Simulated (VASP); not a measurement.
Runs of VASP 6.6.1 on InAs. The structure is that of space group F-43m (No. 216), or close to it. The cells are those of the table. 

```csv
cell,gap on the mesh (eV),pressure (GPa)
"a = 4.297, b = 4.297, c = 4.325 Å, angles 59.8, 59.8, 60.4°, 2 atoms",0.06,4.4
"a = 4.254, b = 4.254, c = 4.240 Å, angles 60.1, 60.1, 59.8°, 2 atoms",-,7.1
"a = 4.268 Å, angles 60.0°, 2 atoms",(b),(c)
"a = 4.226, b = 4.226, c = 4.183 Å, angles 60.3, 60.3, 59.3°, 2 atoms",0.13,9.2
"a = 4.311, b = 4.311, c = 4.353 Å, angles 59.7, 59.7, 60.7°, 2 atoms",0.09,(d)
"a = 4.240, b = 4.240, c = 4.211 Å, angles 60.2, 60.2, 59.6°, 2 atoms",0.07,8.1
"a = 4.282, b = 4.282, c = 4.297 Å, angles 59.9, 59.9, 60.2°, 2 atoms",(a),5.3
```

Alike in all rows: task single point; level RPBE; potentials or basis VASP PAW PBE potentials, release 64 (In_d, As); no spin polarisation; k mesh 6 × 6 × 6; cutoff (eV) 500; smearing fermi-dirac 0.02 eV.

Problem. Fill in the values left out.

Solution. (a) 0.03; (b) none; (c) 6.2; (d) 3.6.

Caveats: the cell stands under pressure; the PAW data sets were made with another functional, which shifts forces and pressure a little; spin-orbit coupling is left out, which moves the levels of the heavy elements; semilocal functionals underestimate gaps, so a narrow gap can read as zero (at least some runs).

A k mesh can miss the band edges, and the runs leave out spin-orbit coupling on As, In.
